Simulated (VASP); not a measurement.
# SnTe (F-43m) in VASP: notebook

The runs below take SnTe through relaxation of cell and atoms, with r2SCAN, r2SCAN+D3(BJ), r2SCAN+D4, r2SCAN+rVV10.

Program: VASP 6.6.1. These are calculated values, not measurements. Logs are shortened: lines on timing, memory, paths and dates and some standing lists are left out, and cuts for length are marked.

### 1 The cell of the first run

The structure is cubic, space group F-43m (No. 216). Conventional cell: a = 7.222 Å, b = 7.222 Å, c = 7.222 Å, α = 90.00°, β = 90.00°, γ = 90.00°. Te (site symmetry -43m) has 4 Sn at 3.13 Å within 4.1 Å. Within 4.1 Å of Sn (site symmetry -43m) lie 4 Te at 3.13 Å.

### 2 Relaxation of cell and atoms, r2SCAN

Contents of POSCAR:

```
SnTe
1.0
    0.0000000000      3.6111460000      3.6111460000
    3.6111460000      0.0000000000      3.6111460000
    3.6111460000      3.6111460000      0.0000000000
Te Sn
1 1
Direct
    0.2500000000      0.2500000000      0.2500000000
    0.0000000000      0.0000000000      0.0000000000
```

Contents of INCAR.step1:

```
SYSTEM = SnTe
PREC     = Accurate       ! precision mode
ENCUT    = 600            ! plane-wave cutoff, eV
ISMEAR   = -1             ! smearing method
SIGMA    = 0.05           ! smearing width, eV
LREAL    = .FALSE.        ! projectors in reciprocal space
LASPH    = .TRUE.         ! aspherical terms in the spheres
NELM     = 80             ! most SCF steps
GGA      = PE             ! functional
ALGO     = Normal         ! electronic algorithm
EDIFF    = 1E-4           ! SCF threshold, eV
LWAVE    = .TRUE.         ! write WAVECAR
LCHARG   = .FALSE.        ! write CHGCAR
```

Contents of INCAR.step2:

```
SYSTEM = SnTe
PREC     = Accurate       ! precision mode
ENCUT    = 600            ! plane-wave cutoff, eV
EDIFF    = 1E-7           ! SCF threshold, eV
ISMEAR   = -1             ! smearing method
SIGMA    = 0.05           ! smearing width, eV
LREAL    = .FALSE.        ! projectors in reciprocal space
LASPH    = .TRUE.         ! aspherical terms in the spheres
NELM     = 80             ! most SCF steps
ALGO     = Normal         ! electronic algorithm
ISIF     = 3              ! what is computed and relaxed
LWAVE    = .FALSE.        ! write WAVECAR
LCHARG   = .FALSE.        ! write CHGCAR
METAGGA  = R2SCAN         ! meta-GGA
LMIXTAU  = .TRUE.       
IBRION   = 2              ! ionic algorithm
NSW      = 60             ! ionic steps
EDIFFG   = -0.01          ! ionic threshold
ISTART   = 1
```

Contents of KPOINTS:

```
regular mesh
0
G
  7 7 7
  0 0 0
```

Potentials or basis: VASP PAW PBE potentials, release 64 (Te, Sn_d).

Run with:

```bash
cat potpaw_PBE.64/Te/POTCAR potpaw_PBE.64/Sn_d/POTCAR > POTCAR
cp INCAR.step1 INCAR
mpirun -np 1 vasp_std > vasp.out
cp INCAR.step2 INCAR
mpirun -np 1 vasp_std > vasp.out
```

OUTCAR:

```text
SYSTEM = SnTe
   PREC = Accurate
   ENCUT = 600
   EDIFF = 1E-7
   ISMEAR = -1
   LREAL = .FALSE.
   LASPH = .TRUE.
   NELM = 80
   ISIF = 3
   METAGGA = R2SCAN
   IBRION = 2
   NSW = 60
   EDIFFG = -0.01
   ISTART = 1

 ion  position               nearest neighbor table
   1  0.250  0.250  0.250-   2 3.13   2 3.13   2 3.13   2 3.13
   2  0.000  0.000  0.000-   1 3.13   1 3.13   1 3.13   1 3.13

  LATTYP: Found a face centered cubic cell.
 ALAT       =     7.2222920000

  Lattice vectors:

 A1 = (   0.0000000000,   3.6111460000,   3.6111460000)
 A2 = (   3.6111460000,   0.0000000000,   3.6111460000)
 A3 = (   3.6111460000,   3.6111460000,   0.0000000000)

Analysis of symmetry for initial positions (statically):
=====================================================================
 Subroutine PRICEL returns:
 Original cell was already a primitive cell.

 Routine SETGRP: Setting up the symmetry group for a
 face centered cubic supercell.

 Subroutine GETGRP returns: Found 24 space group operations
 (whereof 24 operations were pure point group operations)
 out of a pool of 48 trial point group operations.

The static configuration has the point symmetry T_d .

Analysis of symmetry for dynamics (positions and initial velocities):
=====================================================================
 Subroutine PRICEL returns:
 Original cell was already a primitive cell.

 Routine SETGRP: Setting up the symmetry group for a
 face centered cubic supercell.

 Subroutine GETGRP returns: Found 24 space group operations
 (whereof 24 operations were pure point group operations)
 out of a pool of 48 trial point group operations.

The dynamic configuration has the point symmetry T_d .

 Subroutine INISYM returns: Found 24 space group operations
 (whereof 24 operations are pure point group operations),
 and found     1 'primitive' translations

----------------------------------------------------------------------------------------

                                     Primitive cell

  volume of cell :      94.1814

  direct lattice vectors                    reciprocal lattice vectors
     0.000000000  3.611146000  3.611146000    -0.138460201  0.138460201  0.138460201
     3.611146000  0.000000000  3.611146000     0.138460201 -0.138460201  0.138460201
     3.611146000  3.611146000  0.000000000     0.138460201  0.138460201 -0.138460201

  length of vectors
     5.106931649  5.106931649  5.106931649     0.239820102  0.239820102  0.239820102

  position of ions in fractional coordinates (direct lattice)
     0.250000000  0.250000000  0.250000000
     0.000000000  0.000000000  0.000000000

  ion indices of the primitive-cell ions
   primitive index   ion index
                 1           1
                 2           2

----------------------------------------------------------------------------------------

 KPOINTS: regular mesh

Automatic generation of k-mesh.
 Grid dimensions read from file:
 generate k-points for:    7    7    7

 Generating k-lattice:

  Cartesian coordinates                     Fractional coordinates (reciprocal lattice)
    -0.019780029  0.019780029  0.019780029     0.142857143  0.000000000  0.000000000
     0.019780029 -0.019780029  0.019780029     0.000000000  0.142857143  0.000000000
     0.019780029  0.019780029 -0.019780029     0.000000000  0.000000000  0.142857143

  Length of vectors
     0.034260015  0.034260015  0.034260015

  Shift w.r.t. Gamma in fractional coordinates (k-lattice)
     0.000000000  0.000000000  0.000000000

 Subroutine IBZKPT returns following result:
 ===========================================

 Found     20 irreducible k-points:

 Following reciprocal coordinates:
            Coordinates               Weight
  0.000000  0.000000  0.000000      1.000000
  0.142857  0.000000  0.000000      8.000000
  0.285714  0.000000  0.000000      8.000000
  0.428571  0.000000  0.000000      8.000000
  0.142857  0.142857  0.000000      6.000000
  0.285714  0.142857  0.000000     24.000000
[... 12 lines left out ...]
 -0.428571  0.428571  0.142857     24.000000
 -0.285714  0.428571  0.142857     24.000000
   k-points           NKPTS =     20   k-points in BZ     NKDIM =     20   number of bands    NBANDS=     14
   number of dos      NEDOS =    301   number of ions     NIONS =      2
   total plane-waves  NPLWV =  74088
   dimension x,y,z NGX =    42 NGY =   42 NGZ =   42
   dimension x,y,z NGXF=    84 NGYF=   84 NGZF=   84
   ions per type =               1   1
   NGX,Y,Z   is equivalent  to a cutoff of  13.67, 13.67, 13.67 a.u.
   NGXF,Y,Z  is equivalent  to a cutoff of  27.34, 27.34, 27.34 a.u.
 SYSTEM =  SnTe
   PREC   = accura    normal or accurate (medium, high low for compatibility)
   ISTART =      1    job   : 0-new  1-cont  2-samecut
   ICHARG =      0    charge: 1-file 2-atom 10-const
   ISPIN  =      1    spin polarized calculation?
   LNONCOLLINEAR =      F non collinear calculations
   LSORBIT =      F    spin-orbit coupling
   LASPH  =      T    aspherical Exc in radial PAW
   ENCUT  =  600.0 eV  44.10 Ry    6.64 a.u.  10.20 10.20 10.20*2*pi/ulx,y,z
   NELM   =     80;   NELMIN=  2; NELMDL=  0     # of ELM steps
   EDIFF  = 0.1E-06   stopping-criterion for ELM
   LREAL  =      F    real-space projection
   EDIFFG = -.1E-01   stopping-criterion for IOM
   NSW    =     60    number of steps for IOM
   IBRION =      2    ionic relax: 0-MD 1-quasi-New 2-CG
   NFREE  =      1    steps in history (QN), initial steepest desc. (CG)
   ISIF   =      3    stress and relaxation
   ISYM   =      2    0-nonsym 1-usesym 2-fastsym
   POTIM  = 0.5000    time-step for ionic-motion
   TEBEG  =    0.0;   TEEND  =   0.0 temperature during run
   PSTRESS=    0.0 pullay stress
   NELECT =      20.0000    total number of electrons
   NUPDOWN=      -1.0000    fix difference up-down
   EMIN   =  10.00;   EMAX   =-10.00  energy-range for DOS
   EFERMI =   0.00;   METHOD = LEGACY
   ISMEAR =    -1;   SIGMA  =   0.05  broadening in eV -4-tet -1-fermi 0-gaus
   EFERMI_NEDOS =   21; number of points for ismear=-14 and -15
   IALGO  =     38    algorithm
   IMIX   =      4    mixing-type and parameters
     AMIX     =   0.40;   BMIX     =  1.00
     AMIX_MAG =   1.60;   BMIX_MAG =  1.00
  volume/ion in A,a.u.               =      47.09       317.78
  Fermi-wavevector in a.u.,A,eV,Ry     =   0.976704  1.845704 12.979296  0.953951
  Thomas-Fermi vector in A             =   2.107344
   LORBIT       =      0    0 simple, 1 ext, 2 COOP (PROOUT), +10 PAW based schemes
   METAGGA = R2SCAN    functional components
   LHFCALC =     F    Hartree Fock is set to
   AEXX    =    0.0000 exact exchange contribution
   IVDW    =     0    specifies the selected vdW correction
   LEPSILON=     F    determine dielectric tensor
   LRPA    =     F    only Hartree local field effects (RPA)
 conjugate gradient relaxation of ions
 non-spin polarized calculation
  energy-cutoff  :      600.00
  volume of cell :       94.18
 maximum number of plane-waves:      3166
 NGX is ok and might be reduce to    42
   NGX = 21   NGY = 21   NGZ = 21

--------------------------------------- Ionic step        1  -------------------------------------------

 number of electron      20.0000000 magnetization

 Free energy of the ion-electron system (eV)
  ---------------------------------------------------
  ext. energy  EPLUGINS =         0.00000000
  ---------------------------------------------------
  free energy    TOTEN  =       -50.06593285 eV

  energy without entropy =      -50.06524949  energy(sigma->0) =      -50.06559117

------------------------ aborting loop because EDIFF is reached ----------------------------------------

  FORCE on cell =-STRESS in cart. coord.  units (eV):
  Direction    XX          YY          ZZ          XY          YZ          ZX
  --------------------------------------------------------------------------------------
  -------------------------------------------------------------------------------------
  Total       -0.3427526     -0.3427526     -0.3427526      0.0000000      0.0000000      0.0000000
  in kB       -5.8307740     -5.8307740     -5.8307740      0.0000000      0.0000000      0.0000000
  external PRESSURE =      -5.8307740 kB  Pullay stress =       0.0000000 kB

 VOLUME and BASIS-vectors are now :
 -----------------------------------------------------------------------------
  energy-cutoff  :      600.00
  volume of cell :       94.18
      direct lattice vectors                 reciprocal lattice vectors
     0.000000000  3.611146000  3.611146000    -0.138460201  0.138460201  0.138460201
     3.611146000  0.000000000  3.611146000     0.138460201 -0.138460201  0.138460201
     3.611146000  3.611146000  0.000000000     0.138460201  0.138460201 -0.138460201
[... 37 lines left out ...]
 POSITION                                       TOTAL-FORCE (eV/Angst)
 -----------------------------------------------------------------------------------
      1.79065      1.79065      1.79065         0.000000      0.000000     -0.000000
      7.16258      7.16258      7.16258        -0.000000     -0.000000      0.000000
 -----------------------------------------------------------------------------------
    total drift:                                0.000002      0.000002      0.000002

  FREE ENERGIE OF THE ION-ELECTRON SYSTEM (eV)
  ---------------------------------------------------
  free  energy   TOTEN  =       -50.0698067658 eV

  energy  without entropy=      -50.0687123177  energy(sigma->0) =      -50.06925954

--------------------------------------- Ionic step        3  -------------------------------------------

 number of electron      20.0000003 magnetization

 Free energy of the ion-electron system (eV)
  ---------------------------------------------------
  ext. energy  EPLUGINS =         0.00000000
  ---------------------------------------------------
  free energy    TOTEN  =       -50.06984372 eV

  energy without entropy =      -50.06879374  energy(sigma->0) =      -50.06931873

 E-fermi :   3.3213     XC(G=0):  -8.0488

 val. band max:        3.1133460257   @ k =  -0.2857   0.4286   0.1429
 cond. band min:       3.4568660293   @ k =   0.4286   0.4286   0.0000
 fundamental gap:      0.3435200035
 Fermi energy:         3.3212522851

 k-point     1 :       0.0000    0.0000    0.0000
  band No.  band energies     occupation
      1     -19.2616      2.00000
      2     -19.2616      2.00000
      3     -19.2616      2.00000
      4     -19.2469      2.00000
      5     -19.2469      2.00000
      6      -8.8974      2.00000
      7      -1.8677      2.00000
      8       1.1002      2.00000
      9       1.1002      2.00000
     10       1.1002      2.00000
     11       4.3455      0.00000
     12       4.3455      0.00000
     13       4.3455      0.00000
     14       7.5679      0.00000

 k-point     2 :       0.1429    0.0000    0.0000
  band No.  band energies     occupation
      1     -19.2619      2.00000
      2     -19.2612      2.00000
      3     -19.2612      2.00000
      4     -19.2469      2.00000
      5     -19.2469      2.00000
      6      -8.8012      2.00000
      7      -2.3798      2.00000
      8       0.9688      2.00000
      9       0.9688      2.00000
     10       1.2727      2.00000
[... 330 lines left out ...]
 POSITION                                       TOTAL-FORCE (eV/Angst)
 -----------------------------------------------------------------------------------
      1.79196      1.79196      1.79196         0.000000      0.000000     -0.000000
      0.00000      0.00000      0.00000        -0.000000      0.000000      0.000000
 -----------------------------------------------------------------------------------
    total drift:                                0.000002      0.000002      0.000002

  FREE ENERGIE OF THE ION-ELECTRON SYSTEM (eV)
  ---------------------------------------------------
  free  energy   TOTEN  =       -50.0698437169 eV

  energy  without entropy=      -50.0687937409  energy(sigma->0) =      -50.06931873

 reached required accuracy - stopping structural energy minimisation
```

Wall time 9.1 min (1 thread of Intel Xeon Platinum 8488C (Sapphire Rapids), shared host); peak memory 0.3 GiB.

What came out:

```yaml
Free_energy: -50.0698 eV
Relaxed_volume: 46.03 Å³/atom
Relaxed_cell: a = 5.068 Å, b = 5.068 Å, c = 5.068 Å, α = 60.00°, β = 60.00°, γ = 60.00°
Space_group_after_relaxing_to_0.1_Å: F-43m (No. 216)
Energy_gained_by_relaxing: 2.0 meV/atom
Ionic_steps: 3
Pressure_after_relaxing: 0.0 GPa
Band_gap_on_the_k_mesh: 0.34 eV (least direct gap 0.90 eV)
```

Step by step:
```tsv
step	energy change (eV)	largest force (eV/Å)	pressure (GPa)	volume (Å³)
1	0.0000	0.0000	-0.58	94.18
2	-0.0039	0.0000	0.06	91.86
3	-0.0039	0.0000	0.00	92.07
```

Final structure:
```
Te Sn
1.0
     0.00000    3.58393    3.58393
     3.58393    0.00000    3.58393
     3.58393    3.58393    0.00000
Te Sn
1 1
Direct
  0.25000 0.25000 0.25000
  0.00000 0.00000 0.00000
```

Caveat: semilocal functionals underestimate gaps, and a narrow one can read as zero; the PAW data sets were made with another functional, which shifts forces and pressure a little; spin-orbit coupling is left out, which moves the levels of the heavy elements; an odd mesh through Γ misses points on the zone boundary, where band edges can lie.

### 3 Relaxation of cell and atoms, r2SCAN+D3(BJ)

POSCAR is that of step 2.

Contents of INCAR.step1:

```
SYSTEM = SnTe
PREC = Accurate
ENCUT = 600
ISMEAR = -1
SIGMA = 0.05
LREAL = .FALSE.
LASPH = .TRUE.
NELM = 80
GGA = PE
ALGO = Normal
EDIFF = 1E-4
LWAVE = .TRUE.
LCHARG = .FALSE.
```

Contents of INCAR.step2:

```
SYSTEM = SnTe
PREC = Accurate
ENCUT = 600
EDIFF = 1E-6
ISMEAR = -1
SIGMA = 0.05
LREAL = .FALSE.
LASPH = .TRUE.
NELM = 80
ALGO = Normal
ISIF = 3
LWAVE = .FALSE.
LCHARG = .FALSE.
METAGGA = R2SCAN
LMIXTAU = .TRUE.
IVDW = 12
VDW_S6 = 1.0
VDW_S8 = 0.78981345
VDW_A1 = 0.49484001
VDW_A2 = 5.73083694
IBRION = 2
NSW = 60
EDIFFG = -0.01
ISTART = 1
```

Contents of KPOINTS:

```
Automatic mesh
0
G
  7 7 7
  0 0 0
```

Potentials or basis: VASP PAW PBE potentials, release 64 (Te, Sn_d).

Run with:

```bash
cat potpaw_PBE.64/Te/POTCAR potpaw_PBE.64/Sn_d/POTCAR > POTCAR
cp INCAR.step1 INCAR
mpirun -np 1 vasp_std > vasp.out
cp INCAR.step2 INCAR
mpirun -np 1 vasp_std > vasp.out
```

Run time: 7.1 min. Hardware: 1 thread of Intel Xeon Platinum 8488C (Sapphire Rapids), shared host; peak memory 0.29 GiB.

The run converged. Its results:

* Free energy: -50.3502 eV
* Relaxed volume: 45.41 Å³/atom
* Relaxed cell: a = 5.045 Å, b = 5.045 Å, c = 5.045 Å, α = 60.00°, β = 60.00°, γ = 60.00°
* Space group after relaxing (to 0.1 Å): F-43m (No. 216)
* Energy gained by relaxing: 5.5 meV/atom
* Ionic steps: 3
* Pressure after relaxing: 0.0 GPa
* Band gap on the k mesh: 0.31 eV (least direct gap 0.88 eV)
* Dispersion energy per atom: -0.141 eV

The path:
```
step  energy change (eV)  largest force (eV/Å)  pressure (GPa)  volume (Å³)
   1              0.0000                0.0000           -0.99        94.18
   2             -0.0107                0.0000            0.20        90.26
   3             -0.0110                0.0000            0.01        90.81
```

Final structure:
```xyz
2
Lattice="0.0000 3.5676 3.5676 3.5676 0.0000 3.5676 3.5676 3.5676 0.0000" Properties=species:S:1:pos:R:3 pbc="T T T"
Te    1.7838    1.7838    1.7838
Sn    0.0000    0.0000    0.0000
```

Levels at points of the mesh, in eV from the valence-band top:
```
           k point  band 7  band 8  band 9  band 10  band 11  band 12  band 13  band 14
(0.00, 0.00, 0.00)   -4.95   -2.06   -2.06    -2.06     1.21     1.21     1.21     4.44
```

Caveat: semilocal functionals underestimate gaps, and a narrow one can read as zero; the PAW data sets were made with another functional, which shifts forces and pressure a little; spin-orbit coupling is left out, which moves the levels of the heavy elements; an odd mesh through Γ misses points on the zone boundary, where band edges can lie.

(Part 1 of 2 ends here.)
